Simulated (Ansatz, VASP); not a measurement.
# AlN in VASP and in Ansatz

INCAR

```
SYSTEM = AlN
ALGO = Normal
EDIFF = 1E-6
ENCUT = 520
ISIF = 2
ISMEAR = 0
LASPH = .True.
LCHARG = .False.
LREAL = .False.
LWAVE = .False.
NBANDS = 16
NELM = 80
PREC = Accurate
SIGMA = 0.05
```

KPOINTS

```
k-points
0
Gamma
  9 9 6
  0 0 0
```

The input POSCAR:

```
AlN
1.0
    3.0887424016      0.0000000000      0.0000000000
   -1.5443712008      2.6749293856      0.0000000000
    0.0000000000      0.0000000000      4.9437688231
Al N
2 2
Direct
    0.3221961145      0.6666666667      0.0015212672
    0.6778038855      0.3333333333      0.5015212672
    0.3432714328      0.6666666667      0.3834787328
    0.6567285672      0.3333333333      0.8834787328
```

Input for Ansatz:

```yaml
crystal:
  lattice:
    - [3.0887424016, 0.0, 0.0]
    - [-1.5443712008, 2.6749293856, 0.0]
    - [0.0, 0.0, 4.9437688231]
  atoms:
    - { symbol: Al, position: [0.3221961145, 0.6666666667, 0.0015212672] }
    - { symbol: Al, position: [0.6778038855, 0.3333333333, 0.5015212672] }
    - { symbol: "N", position: [0.3432714328, 0.6666666667, 0.3834787328] }
    - { symbol: "N", position: [0.6567285672, 0.3333333333, 0.8834787328] }
basis:
  ecutwfc: 520.0
kpoints:
  mp_grid: { grid: [9, 9, 6] }
hamiltonian:
  xc: lda
scf:
  occupations: { method: gaussian, width: 0.05 }
output:
  forces: true
  stress: true
  eigenvalues: true
```

Change from the starting cell: mode 4 frozen in at -0.034 Å and mode 5 at +0.000 Å (largest displacements).

Alike in both runs: task single point; functional LDA; k mesh 9 × 9 × 6; occupations gaussian, width 0.05 eV; no spin polarisation.

```csv
,VASP,Ansatz
version,VASP 6.6.1,Ansatz 0.2.0
potentials or method,"VASP PAW LDA potentials, release 64 (Al, N), cutoff 520 eV","scalar-relativistic, plane waves, PAW"
valence electrons in the cell,16,16
```

Ansatz gave:

| Quantity | Value |
| --- | --- |
| gap on the k mesh at the Fermi level (eV) | 4.40 |
| least direct gap on the mesh (eV) | 4.40 |
| pressure (GPa) | 0.0 |
| traceless stress, the component that is largest in VASP (GPa) | -0.11 |
| rms of the force components (eV/Å) | 0.088 |

Question: Which values does VASP return?

Answer: gap on the k mesh at the Fermi level (eV): 4.41; least direct gap on the mesh (eV): 4.41; pressure (GPa): 0.6; traceless stress, the component that is largest in VASP (GPa): -0.10; rms of the force components (eV/Å): 0.088.

LDA's correlation is that of Perdew and Zunger in VASP and of Perdew and Wang (1992) in Ansatz. Atom by atom the forces differ by 0.001 eV/Å (rms over components).
